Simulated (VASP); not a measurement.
Crystal: Al3Cu.

```
Al Cu
1.0
     3.92415    0.00000    0.00000
     0.00000    3.92415    0.00000
     0.00000    0.00000    3.92415
Al Cu
3 1
Direct
  0.00000 0.50000 0.50000
  0.50000 0.00000 0.50000
  0.50000 0.50000 0.00000
  0.00000 0.00000 0.00000
```

Program: VASP 6.6.1. Alike in all runs: task single point; no spin polarisation; cell as given; k mesh 7 × 7 × 7; cutoff (eV) 520; smearing fermi-dirac 0.05 eV.

Order these runs on this cell by their pressure, lowest first.
A. level LDA; potentials or basis VASP PAW LDA potentials, release 64 (Al, Cu)
B. level BLYP; potentials or basis VASP PAW PBE potentials, release 64 (Al, Cu)
C. level PBEsol; potentials or basis VASP PAW PBE potentials, release 64 (Al, Cu)

A (-5.0 GPa), C (-2.3 GPa), B (4.2 GPa).

Caveats: the PAW data sets were made with another functional, which shifts forces and pressure a little (some runs).
